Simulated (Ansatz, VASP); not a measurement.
Two plane-wave programs on SiC

```
Si C
1.0
     1.53760   -2.66320    0.00000
     0.00000    0.00000   -5.04817
    13.12270    7.57639    0.00000
Si C
8 8
Direct
  0.50000 0.99540 0.58585
  0.00000 0.99540 0.05859
  0.50000 0.99540 0.23434
  0.00000 0.99540 0.41010
  0.00000 0.49540 0.64444
  0.50000 0.49540 0.11717
  0.00000 0.49540 0.29293
  0.50000 0.49540 0.46868
  0.50000 0.61960 0.58585
  0.00000 0.61960 0.05859
  0.50000 0.61960 0.23434
  0.00000 0.61960 0.41010
  0.00000 0.11960 0.64444
  0.50000 0.11960 0.11717
  0.00000 0.11960 0.29293
  0.50000 0.11960 0.46868
```

Alike in both runs: task single point; functional r2SCAN; k mesh 7 × 5 × 2; occupations gaussian, width 0.05 eV; no spin polarisation.

|  | VASP | Ansatz |
| --- | --- | --- |
| version | VASP 6.6.1 | Ansatz 0.2.0 |
| potentials or method | VASP PAW PBE potentials, release 64 (Si, C), cutoff 520 eV | scalar-relativistic, plane waves, PAW |
| valence electrons in the cell | 64 | 64 |

VASP gave:

* gap on the k mesh at the Fermi level (eV): 0.73
* least direct gap on the mesh (eV): 0.74
* pressure (GPa): -3.1
* traceless stress, the component that is largest in VASP (GPa): -3.59
* rms of the force components (eV/Å): 1.014

Question: Estimate Ansatz's values.

Answer: gap on the k mesh at the Fermi level (eV): 0.74; least direct gap on the mesh (eV): 0.75; pressure (GPa): -3.0; traceless stress, the component that is largest in VASP (GPa): -3.62; rms of the force components (eV/Å): 1.015.

VASP's potentials were made for PBE, not for r2SCAN. Atom by atom the forces differ by 0.007 eV/Å (rms over components). With one functional, cell and mesh, what is left measures potentials, basis and numerics.
